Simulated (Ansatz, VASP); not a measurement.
**Two plane-wave programs on Nb16O**

```
Nb O
1.0
     6.60000    0.00000    0.00000
     0.00000    6.60000    0.00000
     0.00000    0.00000    6.60000
Nb O
16 1
Direct
  0.00020 0.99994 0.99298
  0.49862 0.99994 0.99298
  0.04395 0.49996 0.99296
  0.99466 0.99997 0.49295
  0.24938 0.24332 0.24959
  0.45475 0.49997 0.99286
  0.50418 0.99997 0.49298
  0.74938 0.25077 0.24214
  0.00021 0.49996 0.49297
  0.24939 0.75660 0.24959
  0.24940 0.24327 0.73627
  0.49862 0.49995 0.49293
  0.74938 0.74913 0.24214
  0.74940 0.25076 0.74377
  0.24941 0.75667 0.73624
  0.74940 0.74917 0.74374
  0.74935 0.49997 0.99299
```

Alike in both runs: functional PBE; k mesh 3 × 3 × 3; occupations gaussian, width 0.05 eV; no spin polarisation.

Ansatz relaxed the structure, and its values are those at the end. VASP's run is a single point on that final structure, the one shown.

```csv
,VASP,Ansatz
version,VASP 6.6.1,Ansatz 0.2.0
potentials or method,"VASP PAW PBE potentials, release 64 (Nb_sv, O), cutoff 520 eV","scalar-relativistic, plane waves, PAW"
valence electrons in the cell,214,214
```

VASP gave:

* rms of the force components (eV/Å): 0.005

What did Ansatz give for the same quantities?

rms of the force components (eV/Å): 0.002.
